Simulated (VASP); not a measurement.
Write the native input for VASP 6.6.1 that does the following.

```yaml
Task: single point
Functional: PBE
Dispersion: D3(BJ)
Potentials_or_basis: VASP PAW PBE potentials, release 64 (Sn_d, O)
Cutoff: 520 eV
k_mesh: 3 × 3 × 3
Occupations: fermi-dirac, width 0.3 eV
Spin: no spin polarisation
Dipole_correction: no
Further_INCAR_settings: LREAL = Auto; ALGO = Normal; EDIFF = 1e-06; NBANDS = 122
```

The structure of SnO2 lies in POSCAR:

```
SnO2
1.0
   -4.9632720000     -4.9632720000      0.0000000000
    4.9632720000     -4.9632720000      0.0000000000
    0.0000000000      0.0000000000      6.6767160000
Sn O
8 16
Direct
    0.5480658727      0.5060774425     -0.0158910458
   -0.0029013119      0.4961041829      0.2785650910
    0.5126759122      0.5300636354      0.5554527106
   -0.0016622099      0.4419967312      0.7307784246
   -0.0414242862     -0.0225859070     -0.0152619941
    0.5046872305     -0.0210143631      0.2407920301
   -0.0393087463      0.0246812989      0.5317434499
    0.5099559323      0.0482040879      0.7160556178
    0.2359935140      0.4033830908     -0.0625457186
   -0.0634057533      0.1884039400      0.2811861400
    0.8375523244      0.5894700109     -0.0515373127
   -0.0669820231      0.8180792832      0.2549756497
    0.2144955989      0.3672778764      0.4941501181
   -0.1125265752      0.1674500209      0.7465945833
    0.8136769454      0.5476226167      0.5106702157
    0.0818814685      0.8500037878      0.7341633222
    0.6364148489     -0.0777712767     -0.0151122198
    0.5076086904      0.7000422302      0.2533431106
    0.2720685064     -0.0049664818     -0.0057513304
    0.6232985015      0.3174115785      0.1693347448
    0.6874799527      0.0342012285      0.5052483886
    0.4834310914      0.7145890856      0.7743777031
    0.3272135801      0.0341206365      0.4788581692
    0.5954640407      0.3245540442      0.7671136529
```

The input as run:

INCAR

```
  PREC = Accurate
  ENCUT = 520
  EDIFF = 1E-6
  ISMEAR = -1
  SIGMA = 0.3
  LREAL = Auto
  LASPH = T
  NELM = 80
  ALGO = Normal
  ISIF = 2
  LWAVE = F
  LCHARG = T
  GGA = PE
  IVDW = 12
  LELF = T
  LVHAR = T
  NBANDS = 122
```

KPOINTS

```
regular mesh
0
Gamma
  3 3 3
```

Potentials or basis: VASP PAW PBE potentials, release 64 (Sn_d, O).

Command:

```bash
$ cat potpaw_PBE.64/Sn_d/POTCAR potpaw_PBE.64/O/POTCAR > POTCAR
$ mpirun -np 1 vasp_std > vasp.out
```

Results of the run:

- Pressure: -0.5 GPa
- Largest force: 9.600 eV/Å
- Band gap on the k mesh: zero (bands 104 and 105 overlap by 0.05 eV)
- Dispersion energy per atom: -0.194 eV

Caveat: the stress differs along the axes, from -4 to 3 GPa; so wide a smearing shifts energies and pressures; semilocal functionals underestimate gaps, and a narrow one can read as zero; spin-orbit coupling is left out, which moves the levels of the heavy elements; forces of over 1 eV/Å act on the atoms, so gaps and moduli don't describe the material at rest.

It took 34 min on 1 thread of Intel Xeon 8259CL, with other jobs on the host, peak memory 0.58 GiB.
